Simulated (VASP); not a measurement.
# Ti3Al (P-6m2) in VASP: notebook

Runs on Ti3Al. Level: PBEsol. Tasks: single point.

Everything below comes from runs of VASP 6.6.1. Logs are shortened: lines on timing, memory, paths and dates and some standing lists are left out, and cuts for length are marked.

### 1 The cell of the first run

The structure is hexagonal, space group P-6m2 (No. 187). The conventional cell has a = 2.870 Å, b = 2.870 Å, c = 9.056 Å, α = 90.00°, β = 90.00°, γ = 120.00°. Within 3.7 Å of Ti (site symmetry -6m2) lie 12 Ti at 2.80 to 2.87 Å. Within 3.7 Å of Ti (site symmetry 3m) lie 9 Ti at 2.80 to 2.87 Å and 3 Al at 2.81 Å. Al (site symmetry -6m2) has 6 Ti at 2.81 Å and 6 Al at 2.87 Å within 3.7 Å.

### 2 Single point, PBEsol (16.15 Å³/atom)

Input file INCAR:

```
PREC = Accurate
ENCUT = 520
EDIFF = 1E-7
ISMEAR = 0
SIGMA = 0.15
LREAL = F
LASPH = T
NELM = 80
ALGO = Fast
ISIF = 2
LWAVE = F
LCHARG = T
GGA = PS
LELF = T
LVHAR = T
NBANDS = 28
```

Input file KPOINTS:

```
regular mesh
0
Gamma
  18 18 6
```

Input file POSCAR:

```
Ti3Al
1.0
    2.8695034417      0.0000000000      0.0000000000
   -1.4347517208      2.4850628768      0.0000000000
    0.0000000000      0.0000000000      9.0563648205
Ti Al
3 1
Direct
    0.6666666667      0.3333333333      0.0000000000
    0.3333333333      0.6666666667      0.7511732072
    0.3333333333      0.6666666667      0.2488267928
    0.6666666667      0.3333333333      0.5000000000
```

Potentials or basis: VASP PAW PBE potentials, release 64 (Ti_sv, Al).

On the command line:

```
$ cat potpaw_PBE.64/Ti_sv/POTCAR potpaw_PBE.64/Al/POTCAR > POTCAR
$ mpirun -np 1 vasp_std > vasp.out
```

OUTCAR:

```text
PREC = Accurate
   ENCUT = 520
   EDIFF = 1E-7
   ISMEAR = 0
   LREAL = F
   LASPH = T
   NELM = 80
   ISIF = 2
   GGA = PS

 ion  position               nearest neighbor table
   1  0.667  0.333  0.000-   2 2.80   3 2.80   2 2.80   3 2.80   2 2.80   3 2.80
   2  0.333  0.667  0.751-   1 2.80   1 2.80   1 2.80   4 2.81   4 2.81   4 2.81
   3  0.333  0.667  0.249-   1 2.80   1 2.80   1 2.80   4 2.81   4 2.81   4 2.81
   4  0.667  0.333  0.500-   2 2.81   3 2.81   2 2.81   3 2.81   2 2.81   3 2.81

  LATTYP: Found a hexagonal cell.
 ALAT       =     2.8695034417
 C/A-ratio  =     3.1560738659

  Lattice vectors:

 A1 = (   2.8695034417,   0.0000000000,   0.0000000000)
 A2 = (  -1.4347517208,   2.4850628768,   0.0000000000)
 A3 = (   0.0000000000,   0.0000000000,   9.0563648205)

Analysis of symmetry for initial positions (statically):
=====================================================================
 Subroutine PRICEL returns:
 Original cell was already a primitive cell.

 Routine SETGRP: Setting up the symmetry group for a
 hexagonal supercell.

 Subroutine GETGRP returns: Found 12 space group operations
 (whereof 12 operations were pure point group operations)
 out of a pool of 24 trial point group operations.

The static configuration has the point symmetry D_3h.

Analysis of symmetry for dynamics (positions and initial velocities):
=====================================================================
 Subroutine PRICEL returns:
 Original cell was already a primitive cell.

 Routine SETGRP: Setting up the symmetry group for a
 hexagonal supercell.

 Subroutine GETGRP returns: Found 12 space group operations
 (whereof 12 operations were pure point group operations)
 out of a pool of 24 trial point group operations.

The dynamic configuration has the point symmetry D_3h.

 Subroutine INISYM returns: Found 12 space group operations
 (whereof 12 operations are pure point group operations),
 and found     1 'primitive' translations

----------------------------------------------------------------------------------------

                                     Primitive cell

  volume of cell :      64.5800

  direct lattice vectors                    reciprocal lattice vectors
     2.869503442  0.000000000  0.000000000     0.348492351  0.201202153  0.000000000
    -1.434751721  2.485062877  0.000000000     0.000000000  0.402404305  0.000000000
     0.000000000  0.000000000  9.056364821     0.000000000  0.000000000  0.110419580

  length of vectors
     2.869503442  2.869503442  9.056364821     0.402404305  0.402404305  0.110419580

  position of ions in fractional coordinates (direct lattice)
     0.666666667  0.333333333  0.000000000
     0.333333333  0.666666667  0.751173207
     0.333333333  0.666666667  0.248826793
     0.666666667  0.333333333  0.500000000

  ion indices of the primitive-cell ions
   primitive index   ion index
                 1           1
                 2           2
                 3           3
                 4           4

----------------------------------------------------------------------------------------

 KPOINTS: regular mesh

Automatic generation of k-mesh.
 Grid dimensions read from file:
 generate k-points for:   18   18    6

 Generating k-lattice:

  Cartesian coordinates                     Fractional coordinates (reciprocal lattice)
     0.019360686  0.011177897  0.000000000     0.055555556  0.000000000  0.000000000
     0.000000000  0.022355795  0.000000000     0.000000000  0.055555556  0.000000000
     0.000000000  0.000000000  0.018403263     0.000000000  0.000000000  0.166666667

  Length of vectors
     0.022355795  0.022355795  0.018403263

  Shift w.r.t. Gamma in fractional coordinates (k-lattice)
     0.000000000  0.000000000  0.000000000

 Subroutine IBZKPT returns following result:
 ===========================================

 Found    148 irreducible k-points:

 Following reciprocal coordinates:
            Coordinates               Weight
  0.000000  0.000000  0.000000      1.000000
  0.055556 -0.000000  0.000000      6.000000
  0.111111 -0.000000  0.000000      6.000000
  0.166667  0.000000  0.000000      6.000000
  0.222222  0.000000  0.000000      6.000000
  0.277778  0.000000  0.000000      6.000000
[... 16 lines left out ...]
  0.333333  0.111111  0.000000     12.000000
  0.388889  0.111111  0.000000     12.000000
 [... further k-points ...]
   k-points           NKPTS =    148   k-points in BZ     NKDIM =    148   number of bands    NBANDS=     28
   number of dos      NEDOS =    301   number of ions     NIONS =      4
   total plane-waves  NPLWV =  40320
   dimension x,y,z NGX =    24 NGY =   24 NGZ =   70
   dimension x,y,z NGXF=    48 NGYF=   48 NGZF=  140
   ions per type =               3   1
   NGX,Y,Z   is equivalent  to a cutoff of  13.90, 13.90, 12.85 a.u.
   NGXF,Y,Z  is equivalent  to a cutoff of  27.81, 27.81, 25.70 a.u.
 SYSTEM =  unknown system
   PREC   = accura    normal or accurate (medium, high low for compatibility)
   ISTART =      0    job   : 0-new  1-cont  2-samecut
   ICHARG =      2    charge: 1-file 2-atom 10-const
   ISPIN  =      1    spin polarized calculation?
   LNONCOLLINEAR =      F non collinear calculations
   LSORBIT =      F    spin-orbit coupling
   LASPH  =      T    aspherical Exc in radial PAW
   ENCUT  =  520.0 eV  38.22 Ry    6.18 a.u.   5.34  5.34 16.84*2*pi/ulx,y,z
   NELM   =     80;   NELMIN=  2; NELMDL= -5     # of ELM steps
   EDIFF  = 0.1E-06   stopping-criterion for ELM
   LREAL  =      F    real-space projection
   EDIFFG = 0.1E-05   stopping-criterion for IOM
   NSW    =      0    number of steps for IOM
   IBRION =     -1    ionic relax: 0-MD 1-quasi-New 2-CG
   NFREE  =      0    steps in history (QN), initial steepest desc. (CG)
   ISIF   =      2    stress and relaxation
   ISYM   =      2    0-nonsym 1-usesym 2-fastsym
   POTIM  = 0.5000    time-step for ionic-motion
   TEBEG  =    0.0;   TEEND  =   0.0 temperature during run
   PSTRESS=    0.0 pullay stress
   NELECT =      39.0000    total number of electrons
   NUPDOWN=      -1.0000    fix difference up-down
   EMIN   =  10.00;   EMAX   =-10.00  energy-range for DOS
   EFERMI =   0.00;   METHOD = LEGACY
   ISMEAR =     0;   SIGMA  =   0.15  broadening in eV -4-tet -1-fermi 0-gaus
   EFERMI_NEDOS =   21; number of points for ismear=-14 and -15
   IALGO  =     68    algorithm
   IMIX   =      4    mixing-type and parameters
     AMIX     =   0.40;   BMIX     =  1.00
     AMIX_MAG =   1.60;   BMIX_MAG =  1.00
  volume/ion in A,a.u.               =      16.15       108.95
  Fermi-wavevector in a.u.,A,eV,Ry     =   1.383769  2.614945 26.052673  1.914817
  Thomas-Fermi vector in A             =   2.508336
   LORBIT       =      0    0 simple, 1 ext, 2 COOP (PROOUT), +10 PAW based schemes
   GGA     = PS    functional components
   LHFCALC =     F    Hartree Fock is set to
   AEXX    =    0.0000 exact exchange contribution
   IVDW    =     0    specifies the selected vdW correction
   LEPSILON=     F    determine dielectric tensor
   LRPA    =     F    only Hartree local field effects (RPA)
 non-spin polarized calculation
 RMM-DIIS sequential band-by-band and
 Gauss-broadening in eV      SIGMA  =   0.15
  energy-cutoff  :      520.00
  volume of cell :       64.58
 maximum number of plane-waves:      1774
 NGX is ok and might be reduce to    24
   NGX = 11   NGY = 11   NGZ = 33

 number of electron      39.0000005 magnetization

 Free energy of the ion-electron system (eV)
  ---------------------------------------------------
  ext. energy  EPLUGINS =         0.00000000
  ---------------------------------------------------
  free energy    TOTEN  =       -29.62473845 eV

  energy without entropy =      -29.58271248  energy(sigma->0) =      -29.60372547

 E-fermi :   8.4870     XC(G=0): -11.5804

 val. band max:        8.4829021361   @ k =   0.3333   0.2222   0.0000
 cond. band min:       8.4960540582   @ k =   0.3333   0.2778   0.5000
 fundamental gap:      0.0131519221
 Fermi energy:         8.4870046925

 k-point     1 :       0.0000    0.0000    0.0000
  band No.  band energies     occupation
      1     -47.8917      2.00000
      2     -47.8271      2.00000
      3     -47.7532      2.00000
      4     -24.5725      2.00000
      5     -24.2640      2.00000
      6     -23.9124      2.00000
[... 20 lines left out ...]
     27      10.7334      0.00000
     28      11.4081      0.00000

 k-point     2 :       0.0556   -0.0000    0.0000
  band No.  band energies     occupation
      1     -47.8879      2.00000
      2     -47.8242      2.00000
      3     -47.7513      2.00000
      4     -24.5662      2.00000
      5     -24.2640      2.00000
      6     -23.9226      2.00000
[... 20 lines left out ...]
     27      10.6986      0.00000
     28      11.3877      0.00000

 k-point     3 :       0.1111   -0.0000    0.0000
  band No.  band energies     occupation
      1     -47.8768      2.00000
      2     -47.8159      2.00000
      3     -47.7457      2.00000
      4     -24.5477      2.00000
      5     -24.2655      2.00000
      6     -23.9585      2.00000
[... 20 lines left out ...]
     27      10.6191      0.00000
     28      11.3120      0.00000

 k-point     4 :       0.1667    0.0000    0.0000
  band No.  band energies     occupation
      1     -47.8596      2.00000
      2     -47.8031      2.00000
      3     -47.7373      2.00000
      4     -24.5195      2.00000
      5     -24.2738      2.00000
      6     -24.0232      2.00000
[... 578 lines left out ...]
     27      11.5185      0.00000
     28      11.6560      0.00000

 k-point    23 :       0.3333    0.1111    0.0000
  band No.  band energies     occupation
      1     -47.7635      2.00000
      2     -47.7382      2.00000
      3     -47.7040      2.00000
      4     -24.4624      2.00000
      5     -24.4587      2.00000
      6     -24.3248      2.00000
[... 20 lines left out ...]
     27      11.6228      0.00000
     28      11.8473      0.00000

 k-point    24 :       0.3889    0.1111    0.0000
  band No.  band energies     occupation
      1     -47.7489      2.00000
      2     -47.7303      2.00000
      3     -47.7027      2.00000
      4     -24.5012      2.00000
      5     -24.4824      2.00000
      6     -24.3616      2.00000
[... 20 lines left out ...]
     27      11.6686      0.00000
     28      12.0977      0.00000

 [... further k-points ...]
[... 5 lines left out ...]
  --------------------------------------------------------------------------------------
  -------------------------------------------------------------------------------------
  Total        1.2011906      1.2011906      1.4003395      0.0000000      0.0000000     -0.0000000
  in kB       29.8005623     29.8005623     34.7412856      0.0000000      0.0000000     -0.0000000
  external PRESSURE =      31.4474700 kB  Pullay stress =       0.0000000 kB

 VOLUME and BASIS-vectors are now :
 -----------------------------------------------------------------------------
  energy-cutoff  :      520.00
  volume of cell :       64.58
      direct lattice vectors                 reciprocal lattice vectors
     2.869503442  0.000000000  0.000000000     0.348492351  0.201202153  0.000000000
    -1.434751721  2.485062877  0.000000000     0.000000000  0.402404305  0.000000000
     0.000000000  0.000000000  9.056364821     0.000000000  0.000000000  0.110419580

 POSITION                                       TOTAL-FORCE (eV/Angst)
 -----------------------------------------------------------------------------------
      1.43475      0.82835      0.00000        -0.000000      0.000000      0.000000
     -0.00000      1.65671      6.80290         0.000000      0.000000     -0.007990
     -0.00000      1.65671      2.25347         0.000000      0.000000      0.007990
      1.43475      0.82835      4.52818        -0.000000     -0.000000      0.000000
 -----------------------------------------------------------------------------------
    total drift:                                0.000000     -0.000000     -0.000000

  FREE ENERGIE OF THE ION-ELECTRON SYSTEM (eV)
  ---------------------------------------------------
  free  energy   TOTEN  =       -29.6247384505 eV

  energy  without entropy=      -29.5827124821  energy(sigma->0) =      -29.60372547
```

Run time: 28 min. Hardware: 1 thread of Intel Xeon 6975P-C (Granite Rapids), shared host; peak memory 0.35 GiB.

What came out:

* Free energy: -29.6247 eV
* Pressure: 3.1 GPa
* Largest force: 0.008 eV/Å
* Band gap on the k mesh: zero (an odd number of electrons rules out a gap without spin polarisation)

Forces on the atoms (eV/Å):
```
Ti   0.000  0.000  0.000
Ti   0.000  0.000 -0.008
Ti   0.000  0.000  0.008
Al   0.000  0.000  0.000
```

Stress tensor (GPa, compression positive):
```
2.98 0.00 0.00
0.00 2.98 0.00
0.00 0.00 3.47
```

Caveat: the cell stands under pressure; the PAW data sets were made with another functional, which shifts forces and pressure a little.

(Continued in part 2 of 2.)

The gap in the log of VASP goes by the Fermi energy; the results here count the filled bands.